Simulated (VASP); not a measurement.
AlV3N4: single point with PBE

Crystal: AlV3N4.

```
CELL_PARAMETERS angstrom
4.61606 0.00000 0.00000
0.00000 4.61606 0.00000
0.00000 0.00000 4.61606
ATOMIC_POSITIONS crystal
Al 0.50000 0.50000 0.50000
V 0.50000 0.00000 0.00000
V 0.00000 0.00000 0.50000
V 0.00000 0.50000 0.00000
N 0.00000 0.50000 0.50000
N 0.50000 0.50000 0.00000
N 0.00000 0.00000 0.00000
N 0.50000 0.00000 0.50000
```

* Program: VASP 6.6.1
* Task: single point
* Functional: PBE
* Potentials or basis: VASP PAW PBE potentials, release 64 (Al, V_sv, N)
* Cutoff: 520 eV
* k mesh: 4 × 4 × 4
* Occupations: gaussian, width 0.1 eV
* Spin: collinear spin, ferromagnetic start
* Starting moments: [0.0, 2.0, 2.0, 2.0, 0.0, 0.0, 0.0, 0.0] μB

* Pressure: -41.2 GPa
* Net moment: 5.62 μB per cell
* Site moments: Al +0.03; V +1.77; N -0.05, -0.09 (each value once) μB
* Valence electrons inside the program's atomic spheres: Al 0.57; V 11.15; N 3.57, 3.56 (each value once)

Levels at points of the mesh, in eV from the Fermi level:
Spin up:
| k point | band 32 | band 33 | band 34 | band 35 | band 36 | band 37 |
| --- | --- | --- | --- | --- | --- | --- |
| (0.00, 0.00, 0.00) | -0.88 | -0.88 | -0.88 | -0.20 | -0.20 | -0.03 |
| (0.50, 0.00, 0.00) | -0.30 | -0.10 | 0.05 | 0.05 | 0.21 | 0.30 |
| (0.50, 0.50, 0.00) | 0.07 | 0.07 | 0.09 | 0.09 | 0.21 | 0.40 |
| (0.50, 0.50, 0.50) | -0.05 | 0.25 | 0.25 | 0.32 | 0.32 | 0.32 |
Spin down:
```tsv
k point	band 24	band 25	band 26	band 27	band 28	band 29	band 30	band 31	band 32	band 33
(0.00, 0.00, 0.00)	-2.16	-2.16	-1.17	-1.17	-1.17	-0.62	-0.62	-0.62	0.05	0.94
(0.50, 0.00, 0.00)	-3.56	-2.18	-2.18	-1.95	-1.95	-0.35	0.99	1.04	1.48	1.48
(0.50, 0.50, 0.00)	-3.44	-3.27	-3.12	-3.12	-1.82	1.36	1.62	1.62	1.67	1.67
(0.50, 0.50, 0.50)	-3.42	-3.42	-3.42	-2.05	-2.05	1.74	1.74	1.74	1.99	1.99
```

It took 4.2 min on 1 thread of AMD EPYC 7R13, on a shared host, peak memory 0.24 GiB.

Caveat: the cell stands under tension. With open d or f shells a metallic result of PBE can be an artefact of self-interaction; +U or a hybrid may open a gap.
